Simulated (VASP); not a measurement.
Write the native input for VASP 6.6.1 that does the following.

- Task: single point
- Functional: PBE
- Potentials or basis: VASP PAW PBE potentials, release 64 (Ti_sv)
- Cutoff: 520 eV
- k mesh: 11 × 11 × 11
- Occupations: fermi-dirac, width 0.05 eV
- Spin: no spin polarisation
- Dipole correction: no
- Further INCAR settings: ALGO = Normal; EDIFF = 1e-06; NBANDS = 12

The structure of Ti lies in POSCAR:

```
Ti
1.0
    0.0000000000      2.0551358028      2.0551358028
    2.0551358028      0.0000000000      2.0551358028
    2.0551358028      2.0551358028      0.0000000000
Ti
1
Direct
    0.0000000000      0.0000000000      0.0000000000
```

This isn't the form of Ti at room conditions, which is hcp.

These files were run (other wordings do the same):

INCAR

```
SYSTEM = Ti
ALGO = Normal
EDIFF = 1E-6
ENCUT = 520
GGA = PE
ISIF = 2
ISMEAR = -1
LASPH = .TRUE.
LCHARG = .FALSE.
LREAL = .FALSE.
LWAVE = .FALSE.
NBANDS = 12
NELM = 80
PREC = Accurate
SIGMA = 0.05
```

KPOINTS

```
k-points
0
G
  11 11 11
  0 0 0
```

Potentials or basis: VASP PAW PBE potentials, release 64 (Ti_sv).

Run with:

```sh
$ cat potpaw_PBE.64/Ti_sv/POTCAR > POTCAR
$ mpirun -np 1 vasp_std > vasp.out
```

It gave:

```yaml
Pressure: -0.3 GPa
Band_gap_on_the_k_mesh: zero (bands 6 and 7 overlap by 1.15 eV)
```

Run time: 5.6 s on 1 thread of Intel(R) Xeon(R) 6975P-C (Granite Rapids), with other jobs on the host, peak memory 0.14 GiB.
